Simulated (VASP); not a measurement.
Write the native input for VASP 6.6.1 that does the following.

```
Task                   : electric field gradients
Functional             : PBE
Potentials or basis    : VASP PAW PBE potentials, release 64 (C)
Cutoff                 : 520 eV
k mesh                 : 20 × 20 × 20
Occupations            : fermi-dirac, width 0.08 eV
Spin                   : no spin polarisation
Dipole correction      : no
Further INCAR settings : ALGO = Normal; EDIFF = 1e-08; NBANDS = 11
```

The structure of C lies in POSCAR:

```
C
1.0
    0.0000000000      1.7469938663      1.7469938663
    1.7469938663      0.0000000000      1.7469938663
    1.7469938663      1.7469938663      0.0000000000
C
2
Direct
    0.5000000000      0.5000000000      0.5000000000
    0.7500000000      0.7500000000      0.7500000000
```

This cell differs from its parent crystal: volume scaled by 0.94.

One way to write it, as run:

INCAR

```
SYSTEM = C
ALGO = Normal ; EDIFF = 1E-8
ENCUT = 520 ; GGA = PE
ISIF = 2 ; ISMEAR = -1
LASPH = .True. ; LCHARG = .False.
LEFG = .True. ; LREAL = .False.
LWAVE = .False. ; NBANDS = 11
NELM = 80 ; PREC = Accurate
SIGMA = 0.08
```

KPOINTS

```
k-points
0
Gamma
  20 20 20
  0 0 0
```

Potentials or basis: VASP PAW PBE potentials, release 64 (C).

The run is started by

```bash
$ cat potpaw_PBE.64/C/POTCAR > POTCAR
$ mpirun -np 1 vasp_std > vasp.out
```

It gave:

The pressure is 33.2 GPa and the band gap on the k mesh is 4.27 eV, indirect (least direct gap 5.76 eV).

Caveat: without QUAD_EFG the Cq values of the log hold for a quadrupole moment of 1 mb, not for the nuclei.

It took 13 s on 1 thread of Intel(R) Xeon(R) Platinum 8559C (Emerald Rapids) (shared host), peak memory 0.13 GiB.
